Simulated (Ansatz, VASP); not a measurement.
# One calculation of Ta2N, two programs

File INCAR:

```
SYSTEM = Ta2N
ALGO     = Normal         ! electronic algorithm
EDIFF    = 1E-7           ! SCF threshold, eV
ENCUT    = 520            ! plane-wave cutoff, eV
GGA      = PE             ! functional
ISIF     = 2              ! what is computed and relaxed
ISMEAR   = 0              ! smearing method
LASPH    = .True.         ! aspherical terms in the spheres
LCHARG   = .False.        ! write CHGCAR
LREAL    = .False.        ! projectors in reciprocal space
LWAVE    = .False.        ! write WAVECAR
NBANDS   = 20             ! bands
NELM     = 60             ! most SCF steps
PREC     = Accurate       ! precision mode
SIGMA    = 0.15           ! smearing width, eV
```

Contents of KPOINTS:

```
k-points
0
Gamma
  18 18 10
  0 0 0
```

The input POSCAR:

```
Ta2N
1.0
    3.1011400595      0.0000000000      0.0000000000
   -1.5505700297      2.6856660722      0.0000000000
    0.0000000000      0.0000000000      4.8818900388
Ta N
2 1
Direct
    0.6666666667      0.3333333333      0.7449050326
    0.3333333333      0.6666666667      0.2550949674
    0.0000000000      0.0000000000      0.0000000000
```

Input for Ansatz:

```yaml
crystal:
  lattice:
    - [3.1011400584, 0.0, 0.0]
    - [-1.5505700292, 2.6856660713, 0.0]
    - [0.0, 0.0, 4.8818900414]
  atoms:
    - { symbol: Ta, position: [0.6666666667, 0.3333333333, 0.7449050326] }
    - { symbol: Ta, position: [0.3333333333, 0.6666666667, 0.2550949674] }
    - { symbol: "N", position: [0.0, 0.0, 0.0] }
basis:
  ecutwfc: 420
kpoints:
  mp_grid: { grid: [18, 18, 10] }
hamiltonian:
  xc: pbe
scf:
  occupations: { method: gaussian, width: 0.15 }
output:
  forces: true
  stress: true
  eigenvalues: true
```

Alike in both runs: task single point; functional PBE; k mesh 18 × 18 × 10; occupations gaussian, width 0.15 eV; no spin polarisation.

|  | VASP | Ansatz |
| --- | --- | --- |
| version | VASP 6.6.1 | Ansatz 0.2.0 |
| potentials or method | VASP PAW PBE potentials, release 64 (Ta_pv, N), cutoff 520 eV | scalar-relativistic, plane waves, PAW |
| valence electrons in the cell | 27 | 31 |

|  | VASP | Ansatz | Ansatz less VASP |
| --- | --- | --- | --- |
| gap on the k mesh at the Fermi level (eV) | none | none | - |
| pressure (GPa) | 0.4 | 0.0 | -0.43 |
| rms of the force components (eV/Å) | 0.018 | 0.004 | -0.0148 |

Atom by atom the forces differ by 0.022 eV/Å (rms over components). A gap of «none» marks a metal or a gap that the smearing closes. VASP's potentials hold 27 valence electrons a cell and Ansatz's 31, so a difference there can come from the potentials and not from the codes.

Neither program's run includes spin-orbit coupling.
